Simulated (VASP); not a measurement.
# Ca7Y (Pm-3m) in VASP: single point with PBE

Aim: the single point of Ca7Y with PBE.

Everything below comes from runs of VASP 6.6.1. Logs are shortened: lines on timing, memory, paths and dates and some standing lists are left out, and cuts for length are marked.

## 1. The cell of the first run

It takes space group Pm-3m (No. 221, cubic). The conventional cell has a = 7.040 Å, b = 7.040 Å, c = 7.040 Å, α = 90.00°, β = 90.00°, γ = 90.00°. Ca (site symmetry 4/mmm) has 6 Ca at 3.52 Å within 4.6 Å. Ca (site symmetry m-3m) has 6 Ca at 3.52 Å within 4.6 Å. Ca (site symmetry 4/mmm) has 4 Ca at 3.52 Å and 2 Y at 3.52 Å within 4.6 Å. Y (site symmetry m-3m) has 6 Ca at 3.52 Å within 4.6 Å.

The cell was generated, and may not be a known phase.

## 2. Single point, PBE

Contents of INCAR:

```
  PREC = Accurate
  ENCUT = 520
  EDIFF = 1E-6
  ISMEAR = 0
  SIGMA = 0.1
  LREAL = False
  LASPH = True
  NELM = 80
  ALGO = Fast
  ISIF = 2
  LWAVE = False
  LCHARG = False
  GGA = PE
  NBANDS = 50
```

Contents of KPOINTS:

```
Automatic mesh
0
Gamma
  4 4 4
```

Contents of POSCAR:

```
Ca7Y
1.0
    7.0400000000      0.0000000000      0.0000000000
    0.0000000000      7.0400000000      0.0000000000
    0.0000000000      0.0000000000      7.0400000000
Ca Y
7 1
Direct
    0.5000000000      0.5000000000      0.0000000000
    0.0000000000      0.5000000000      0.5000000000
    0.5000000000      0.0000000000      0.5000000000
    0.5000000000      0.5000000000      0.5000000000
    0.5000000000      0.0000000000      0.0000000000
    0.0000000000      0.5000000000      0.0000000000
    0.0000000000      0.0000000000      0.5000000000
    0.0000000000      0.0000000000      0.0000000000
```

Potentials or basis: VASP PAW PBE potentials, release 64 (Ca_sv, Y_sv).

The run is started by

```sh
$ cat potpaw_PBE.64/Ca_sv/POTCAR potpaw_PBE.64/Y_sv/POTCAR > POTCAR
$ mpirun -np 1 vasp_std > vasp.out
```

OUTCAR:

```text
PREC = Accurate
   ENCUT = 520
   EDIFF = 1E-6
   ISMEAR = 0
   LREAL = False
   LASPH = True
   NELM = 80
   ISIF = 2
   GGA = PE

 ion  position               nearest neighbor table
   1  0.500  0.500  0.000-
   2  0.000  0.500  0.500-
   3  0.500  0.000  0.500-
   4  0.500  0.500  0.500-
   5  0.500  0.000  0.000-   8 3.52   8 3.52
   6  0.000  0.500  0.000-   8 3.52   8 3.52
   7  0.000  0.000  0.500-   8 3.52   8 3.52
   8  0.000  0.000  0.000-   5 3.52   6 3.52   7 3.52   7 3.52   6 3.52   5 3.52

  LATTYP: Found a simple cubic cell.
 ALAT       =     7.0400000000

  Lattice vectors:

 A1 = (   7.0400000000,   0.0000000000,   0.0000000000)
 A2 = (   0.0000000000,   7.0400000000,   0.0000000000)
 A3 = (   0.0000000000,   0.0000000000,   7.0400000000)

Analysis of symmetry for initial positions (statically):
=====================================================================
 Subroutine PRICEL returns:
 Original cell was already a primitive cell.

 Routine SETGRP: Setting up the symmetry group for a
 simple cubic supercell.

 Subroutine GETGRP returns: Found 48 space group operations
 (whereof 48 operations were pure point group operations)
 out of a pool of 48 trial point group operations.

The static configuration has the point symmetry O_h .

Analysis of symmetry for dynamics (positions and initial velocities):
=====================================================================
 Subroutine PRICEL returns:
 Original cell was already a primitive cell.

 Routine SETGRP: Setting up the symmetry group for a
 simple cubic supercell.

 Subroutine GETGRP returns: Found 48 space group operations
 (whereof 48 operations were pure point group operations)
 out of a pool of 48 trial point group operations.

The dynamic configuration has the point symmetry O_h .

 Subroutine INISYM returns: Found 48 space group operations
 (whereof 48 operations are pure point group operations),
 and found     1 'primitive' translations

----------------------------------------------------------------------------------------

                                     Primitive cell

  volume of cell :     348.9137

  direct lattice vectors                    reciprocal lattice vectors
     7.040000000  0.000000000  0.000000000     0.142045455  0.000000000  0.000000000
     0.000000000  7.040000000  0.000000000     0.000000000  0.142045455  0.000000000
     0.000000000  0.000000000  7.040000000     0.000000000  0.000000000  0.142045455

  length of vectors
     7.040000000  7.040000000  7.040000000     0.142045455  0.142045455  0.142045455

  position of ions in fractional coordinates (direct lattice)
     0.500000000  0.500000000  0.000000000
     0.000000000  0.500000000  0.500000000
     0.500000000  0.000000000  0.500000000
     0.500000000  0.500000000  0.500000000
     0.500000000  0.000000000  0.000000000
     0.000000000  0.500000000  0.000000000
     0.000000000  0.000000000  0.500000000
     0.000000000  0.000000000  0.000000000

  ion indices of the primitive-cell ions
   primitive index   ion index
                 1           1
                 2           2
                 3           3
                 4           4
                 5           5
                 6           6
                 7           7
                 8           8

----------------------------------------------------------------------------------------

 KPOINTS: Automatic mesh

Automatic generation of k-mesh.
 Grid dimensions read from file:
 generate k-points for:    4    4    4

 Generating k-lattice:

  Cartesian coordinates                     Fractional coordinates (reciprocal lattice)
     0.035511364  0.000000000  0.000000000     0.250000000  0.000000000  0.000000000
     0.000000000  0.035511364  0.000000000     0.000000000  0.250000000  0.000000000
     0.000000000  0.000000000  0.035511364     0.000000000  0.000000000  0.250000000

  Length of vectors
     0.035511364  0.035511364  0.035511364

  Shift w.r.t. Gamma in fractional coordinates (k-lattice)
     0.000000000  0.000000000  0.000000000

 Subroutine IBZKPT returns following result:
 ===========================================

 Found     10 irreducible k-points:

 Following reciprocal coordinates:
            Coordinates               Weight
  0.000000  0.000000  0.000000      1.000000
  0.250000  0.000000  0.000000      6.000000
  0.500000  0.000000  0.000000      3.000000
  0.250000  0.250000  0.000000     12.000000
  0.500000  0.250000  0.000000     12.000000
  0.500000  0.500000  0.000000      3.000000
  0.250000  0.250000  0.250000      8.000000
  0.500000  0.250000  0.250000     12.000000
  0.500000  0.500000  0.250000      6.000000
  0.500000  0.500000  0.500000      1.000000
   k-points           NKPTS =     10   k-points in BZ     NKDIM =     10   number of bands    NBANDS=     50
   number of dos      NEDOS =    301   number of ions     NIONS =      8
   total plane-waves  NPLWV = 157464
   dimension x,y,z NGX =    54 NGY =   54 NGZ =   54
   dimension x,y,z NGXF=   108 NGYF=  108 NGZF=  108
   ions per type =               7   1
   NGX,Y,Z   is equivalent  to a cutoff of  12.75, 12.75, 12.75 a.u.
   NGXF,Y,Z  is equivalent  to a cutoff of  25.50, 25.50, 25.50 a.u.
 SYSTEM =  unknown system
   PREC   = accura    normal or accurate (medium, high low for compatibility)
   ISTART =      0    job   : 0-new  1-cont  2-samecut
   ICHARG =      2    charge: 1-file 2-atom 10-const
   ISPIN  =      1    spin polarized calculation?
   LNONCOLLINEAR =      F non collinear calculations
   LSORBIT =      F    spin-orbit coupling
   LASPH  =      T    aspherical Exc in radial PAW
   ENCUT  =  520.0 eV  38.22 Ry    6.18 a.u.  13.09 13.09 13.09*2*pi/ulx,y,z
   NELM   =     80;   NELMIN=  2; NELMDL= -5     # of ELM steps
   EDIFF  = 0.1E-05   stopping-criterion for ELM
   LREAL  =      F    real-space projection
   EDIFFG = 0.1E-04   stopping-criterion for IOM
   NSW    =      0    number of steps for IOM
   IBRION =     -1    ionic relax: 0-MD 1-quasi-New 2-CG
   NFREE  =      0    steps in history (QN), initial steepest desc. (CG)
   ISIF   =      2    stress and relaxation
   ISYM   =      2    0-nonsym 1-usesym 2-fastsym
   POTIM  = 0.5000    time-step for ionic-motion
   TEBEG  =    0.0;   TEEND  =   0.0 temperature during run
   PSTRESS=    0.0 pullay stress
   NELECT =      81.0000    total number of electrons
   NUPDOWN=      -1.0000    fix difference up-down
   EMIN   =  10.00;   EMAX   =-10.00  energy-range for DOS
   EFERMI =   0.00;   METHOD = LEGACY
   ISMEAR =     0;   SIGMA  =   0.10  broadening in eV -4-tet -1-fermi 0-gaus
   EFERMI_NEDOS =   21; number of points for ismear=-14 and -15
   IALGO  =     68    algorithm
   IMIX   =      4    mixing-type and parameters
     AMIX     =   0.40;   BMIX     =  1.00
     AMIX_MAG =   1.60;   BMIX_MAG =  1.00
  volume/ion in A,a.u.               =      43.61       294.32
  Fermi-wavevector in a.u.,A,eV,Ry     =   1.006153  1.901353 13.773763  1.012343
  Thomas-Fermi vector in A             =   2.138877
   LORBIT       =      0    0 simple, 1 ext, 2 COOP (PROOUT), +10 PAW based schemes
   GGA     = PE    functional components
   LHFCALC =     F    Hartree Fock is set to
   AEXX    =    0.0000 exact exchange contribution
   IVDW    =     0    specifies the selected vdW correction
   LEPSILON=     F    determine dielectric tensor
   LRPA    =     F    only Hartree local field effects (RPA)
 non-spin polarized calculation
 RMM-DIIS sequential band-by-band and
 Gauss-broadening in eV      SIGMA  =   0.10
  energy-cutoff  :      520.00
  volume of cell :      348.91
 maximum number of plane-waves:      9448
 NGX is ok and might be reduce to    54
   NGX = 27   NGY = 27   NGZ = 27

 number of electron      81.0000023 magnetization

 Free energy of the ion-electron system (eV)
  ---------------------------------------------------
  ext. energy  EPLUGINS =         0.00000000
  ---------------------------------------------------
  free energy    TOTEN  =       -16.20832468 eV

  energy without entropy =      -16.18008654  energy(sigma->0) =      -16.19420561

 E-fermi :   1.7475     XC(G=0):  -7.7065

 val. band max:        1.7381470628   @ k =   0.5000   0.2500   0.0000
 cond. band min:       1.8244678305   @ k =   0.5000   0.0000   0.0000
 fundamental gap:      0.0863207677
 Fermi energy:         1.7474935642

 k-point     1 :       0.0000    0.0000    0.0000
  band No.  band energies     occupation
      1     -42.1594      2.00000
      2     -40.5625      2.00000
      3     -40.5217      2.00000
      4     -40.5217      2.00000
      5     -40.5175      2.00000
      6     -40.2952      2.00000
[... 42 lines left out ...]
     49       2.6604      0.00000
     50       2.6768      0.00000

 k-point     2 :       0.2500    0.0000    0.0000
  band No.  band energies     occupation
      1     -42.1594      2.00000
      2     -40.5617      2.00000
      3     -40.5219      2.00000
      4     -40.5216      2.00000
      5     -40.5180      2.00000
      6     -40.2954      2.00000
[... 42 lines left out ...]
     49       2.5474      0.00000
     50       2.8768      0.00000

 k-point     3 :       0.5000    0.0000    0.0000
  band No.  band energies     occupation
      1     -42.1594      2.00000
      2     -40.5608      2.00000
      3     -40.5222      2.00000
      4     -40.5214      2.00000
      5     -40.5185      2.00000
      6     -40.2956      2.00000
[... 360 lines left out ...]
     49       3.0447      0.00000
     50       3.2292      0.00000

 k-point    10 :       0.5000    0.5000    0.5000
  band No.  band energies     occupation
      1     -42.1593      2.00000
      2     -40.5570      2.00000
      3     -40.5216      2.00000
      4     -40.5216      2.00000
      5     -40.5216      2.00000
      6     -40.2957      2.00000
[... 42 lines left out ...]
     49       3.3129      0.00000
     50       3.3271      0.00000

------------------------ aborting loop because EDIFF is reached ----------------------------------------

  FORCE on cell =-STRESS in cart. coord.  units (eV):
  Direction    XX          YY          ZZ          XY          YZ          ZX
  --------------------------------------------------------------------------------------
  -------------------------------------------------------------------------------------
  Total       -1.1712154     -1.1712154     -1.1712154      0.0000000     -0.0000000     -0.0000000
  in kB       -5.3781061     -5.3781061     -5.3781061      0.0000000     -0.0000000     -0.0000000
  external PRESSURE =      -5.3781061 kB  Pullay stress =       0.0000000 kB

 VOLUME and BASIS-vectors are now :
 -----------------------------------------------------------------------------
  energy-cutoff  :      520.00
  volume of cell :      348.91
      direct lattice vectors                 reciprocal lattice vectors
     7.040000000  0.000000000  0.000000000     0.142045455  0.000000000  0.000000000
     0.000000000  7.040000000  0.000000000     0.000000000  0.142045455  0.000000000
     0.000000000  0.000000000  7.040000000     0.000000000  0.000000000  0.142045455

 POSITION                                       TOTAL-FORCE (eV/Angst)
 -----------------------------------------------------------------------------------
      3.52000      3.52000      0.00000         0.000000      0.000000      0.000000
      0.00000      3.52000      3.52000         0.000000      0.000000      0.000000
      3.52000      0.00000      3.52000         0.000000      0.000000      0.000000
      3.52000      3.52000      3.52000         0.000000      0.000000      0.000000
      3.52000      0.00000      0.00000         0.000000      0.000000      0.000000
      0.00000      3.52000      0.00000         0.000000      0.000000      0.000000
      0.00000      0.00000      3.52000         0.000000      0.000000      0.000000
      0.00000      0.00000      0.00000         0.000000      0.000000      0.000000
 -----------------------------------------------------------------------------------
    total drift:                                0.000000     -0.000000      0.000000

  FREE ENERGIE OF THE ION-ELECTRON SYSTEM (eV)
  ---------------------------------------------------
  free  energy   TOTEN  =       -16.2083246829 eV

  energy  without entropy=      -16.1800865427  energy(sigma->0) =      -16.19420561
```

It took 26 min on 1 thread of Intel Xeon 8259CL, shared host; peak memory 0.5 GiB.

What came out:

```
Free energy            : -16.2083 eV
Pressure               : -0.5 GPa
Band gap on the k mesh : zero (an odd number of electrons rules out a gap without spin polarisation)
```

The gap in the log of VASP goes by the Fermi energy; the results here count the filled bands.